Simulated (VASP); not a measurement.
Wanted: the native input for a VASP 6.6.1 run.

```yaml
Task: relaxation of cell and atoms
Functional: PBE
Potentials_or_basis: VASP PAW PBE potentials, release 64 (Cd, O)
Cutoff: 600 eV
k_mesh: 14 × 14 × 14
Occupations: gaussian, width 0.1 eV
Spin: no spin polarisation
Target_pressure: 45 GPa
Dipole_correction: no
Further_INCAR_settings: ALGO = Normal; EDIFF = 1e-07; IBRION = 2; EDIFFG = -0.004; NSW = 70; ISIF = 3
```

The structure of CdO (nc) lies in POSCAR:

```
CdO
1.0
    0.0000000000      2.2192296892      2.2192296892
    2.2192296892      0.0000000000      2.2192296892
    2.2192296892      2.2192296892      0.0000000000
Cd O
1 1
Direct
    0.0000000000      0.0000000000      0.0000000000
    0.5000000000      0.5000000000      0.5000000000
```

The input as run:

INCAR

```
SYSTEM = CdO
ALGO     = Normal         ! electronic algorithm
EDIFF    = 1E-7           ! SCF threshold, eV
EDIFFG   = -0.004         ! ionic threshold
ENCUT    = 600            ! plane-wave cutoff, eV
GGA      = PE             ! functional
GGA_COMPAT= .FALSE.      
IBRION   = 2              ! ionic algorithm
ISIF     = 3              ! what is computed and relaxed
ISMEAR   = 0              ! smearing method
LASPH    = .TRUE.         ! aspherical terms in the spheres
LCHARG   = .FALSE.        ! write CHGCAR
LREAL    = .FALSE.        ! projectors in reciprocal space
LWAVE    = .FALSE.        ! write WAVECAR
NELM     = 120            ! most SCF steps
NELMIN   = 4            
NSW      = 70             ! ionic steps
PREC     = Accurate       ! precision mode
PSTRESS  = 450.0        
SIGMA    = 0.1            ! smearing width, eV
```

KPOINTS

```
k-points
0
G
  14 14 14
  0 0 0
```

Potentials or basis: VASP PAW PBE potentials, release 64 (Cd, O).

Launch:

```console
$ cat potpaw_PBE.64/Cd/POTCAR potpaw_PBE.64/O/POTCAR > POTCAR
$ mpirun -np 1 vasp_std > vasp.out
```

Results of the run:

```json
{"Relaxed volume": "11.04 Å³/atom", "Relaxed cell": "a = 3.149 Å, b = 3.149 Å, c = 3.149 Å, α = 60.00°, β = 60.00°, γ = 60.00°", "Space group after relaxing (to 0.05 Å)": "Fm-3m (No. 225)", "Energy change on relaxing (the enthalpy is what falls)": "-32.6 meV/atom", "Ionic steps": "3", "Pressure after relaxing": "45.0 GPa", "Band gap on the k mesh": "zero (band 9 reaches 3.78 eV, above the bottom of band 10 at 3.68 eV)"}
```

Caveat: the cell is relaxed towards a set pressure, so the enthalpy falls and the energy may rise.

Wall time 59 s on 1 thread of AMD EPYC 9R45 96-Core Processor (Zen 5), with other jobs on the host, peak memory 0.16 GiB.
